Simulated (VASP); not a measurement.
## CuSi16 (a cell with a defect): single point with PBE

The system is CuSi16 (a cell with a defect).

```
CELL_PARAMETERS angstrom
0.00000 5.43000 5.43000
5.43000 0.00000 5.43000
5.43000 5.43000 0.00000
ATOMIC_POSITIONS crystal
Si 0.03402 0.98869 0.98867
Si 0.11901 0.13041 0.13024
Si 0.98557 0.00222 0.50612
Si 0.11937 0.12984 0.62041
Si 0.98542 0.50621 0.00221
Si 0.11932 0.62042 0.12976
Si 0.98572 0.50576 0.50572
Si 0.11200 0.62913 0.62909
Si 0.50683 0.00032 0.00032
Si 0.66268 0.11233 0.11223
Si 0.50703 0.00009 0.49234
Si 0.61124 0.13271 0.62785
Si 0.50702 0.49233 0.00009
Si 0.61111 0.62787 0.13281
Si 0.48529 0.50468 0.50478
Si 0.61134 0.62771 0.62769
Cu 0.29116 0.23647 0.23648
```

```json
{
 "Program": "VASP 6.6.1",
 "Task": "single point",
 "Functional": "PBE",
 "Potentials or basis": "VASP PAW PBE potentials, release 64 (Si, Cu)",
 "Cutoff": "520 eV",
 "k mesh": "2 × 2 × 2",
 "Occupations": "fermi-dirac, width 0.05 eV",
 "Spin": "no spin polarisation"
}
```

| Quantity | Value |
| --- | --- |
| Largest force | 0.021 eV/Å |

Forces on the atoms (eV/Å):
```
Si   0.015 -0.010 -0.010
Si  -0.005  0.011  0.005
Si  -0.014  0.000 -0.004
Si   0.004  0.002  0.003
Si  -0.015 -0.006  0.003
Si   0.006  0.007  0.002
Si   0.002  0.002  0.004
Si   0.012 -0.004 -0.005
Si  -0.002  0.000  0.001
Si   0.013 -0.002 -0.007
Si  -0.012 -0.002  0.009
Si   0.006  0.002 -0.005
Si  -0.010  0.005  0.000
Si   0.005 -0.005  0.003
Si  -0.005  0.005  0.006
Si   0.003 -0.001 -0.002
Cu  -0.003 -0.004 -0.004
```

Levels at points of the mesh, in eV from the Fermi level:
| k point | band 34 | band 35 | band 36 | band 37 | band 38 | band 39 | band 40 | band 41 |
| --- | --- | --- | --- | --- | --- | --- | --- | --- |
| (0.00, 0.00, 0.00) | -0.89 | -0.65 | -0.20 | -0.19 | 0.16 | 0.60 | 0.60 | 0.62 |
| (0.50, 0.00, 0.00) | -0.92 | -0.92 | -0.73 | -0.73 | 0.41 | 1.25 | 1.33 | 1.34 |
| (0.00, 0.50, 0.00) | -0.90 | -0.85 | -0.76 | -0.68 | 0.58 | 1.08 | 1.28 | 1.32 |
| (0.00, 0.00, 0.50) | -0.90 | -0.85 | -0.77 | -0.68 | 0.58 | 1.08 | 1.28 | 1.32 |
| (0.50, 0.50, 0.50) | -0.90 | -0.85 | -0.76 | -0.68 | 0.57 | 1.08 | 1.28 | 1.32 |
| (0.50, 0.50, 0.00) | -1.53 | -1.45 | -1.42 | -0.96 | 0.66 | 1.05 | 2.02 | 2.06 |
| (0.00, 0.50, 0.50) | -1.53 | -1.45 | -1.42 | -0.96 | 0.66 | 1.05 | 2.02 | 2.06 |
| (0.50, 0.00, 0.50) | -1.53 | -1.44 | -1.42 | -0.96 | 0.66 | 1.05 | 2.02 | 2.06 |

Run time: 5.3 min on 1 thread of AMD EPYC 9R45 96-Core Processor (Zen 5), with other jobs on the host, peak memory 0.46 GiB.

Caveat: the k points lie up to 0.50 Å⁻¹ apart; the cell carries a net charge on a neutralising background, which shifts energy and pressure; the cell is charged against a uniform background, so pressure and absolute levels hang on convention.
